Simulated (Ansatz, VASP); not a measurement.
CdAu2 in VASP and in Ansatz

```
Cd Au
1.0
     0.00000    3.93462    3.93462
     3.93462    0.00000    3.93462
     3.93462    3.93462    0.00000
Cd Au
2 4
Direct
  0.00000 0.00000 0.00000
  0.25000 0.25000 0.25000
  0.62500 0.62500 0.62500
  0.12500 0.62500 0.62500
  0.62500 0.62500 0.12500
  0.62500 0.12500 0.62500
```

Alike in both runs: functional PBE; k mesh 8 × 8 × 8; occupations gaussian, width 0.1 eV; no spin polarisation.

Ansatz relaxed the structure, and its values are those at the end. VASP's run is a single point on that final structure, the one shown.

```csv
,VASP,Ansatz
version,VASP 6.6.1,Ansatz 0.2.0
potentials or method,"VASP PAW PBE potentials, release 64 (Cd, Au), cutoff 520 eV","scalar-relativistic, plane waves, PAW"
valence electrons in the cell,68,116
```

```csv
,VASP,Ansatz,Ansatz less VASP
gap on the k mesh at the Fermi level (eV),none,none,-
pressure (GPa),0.0,0.0,+0.01
```

A gap of «none» marks a metal or a gap that the smearing closes. VASP's potentials hold 68 valence electrons a cell and Ansatz's 116, so a difference there can come from the potentials and not from the codes.

Spin-orbit coupling is off throughout.
